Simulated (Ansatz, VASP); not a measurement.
**CsCl in VASP and in Ansatz**

```
Cs Cl
1.0
     4.12300    0.00000    0.00000
     0.00000    4.12300    0.00000
     0.00000    0.00000    4.12300
Cs Cl
1 1
Direct
  0.00000 0.00000 0.00000
  0.50000 0.50000 0.50000
```

Alike in both runs: task single point; functional PBEsol; k mesh 6 × 6 × 6; occupations gaussian, width 0.05 eV; no spin polarisation.

|  | VASP | Ansatz |
| --- | --- | --- |
| version | VASP 6.6.1 | Ansatz 0.2.0 |
| potentials or method | VASP PAW PBE potentials, release 64 (Cs_sv, Cl), cutoff 500 eV | scalar-relativistic, plane waves, PAW |
| valence electrons in the cell | 16 | 16 |

|  | VASP | Ansatz | Ansatz less VASP |
| --- | --- | --- | --- |
| gap on the k mesh at the Fermi level (eV) | 5.05 | 5.06 | +0.011 |
| least direct gap on the mesh (eV) | 5.05 | 5.06 | +0.011 |
| pressure (GPa) | -0.6 | -0.7 | -0.03 |

VASP's potentials were made for PBE, not for PBEsol. The functional is the same, so the differences come from potentials, cutoffs and numerics.

Spin-orbit coupling is off throughout.
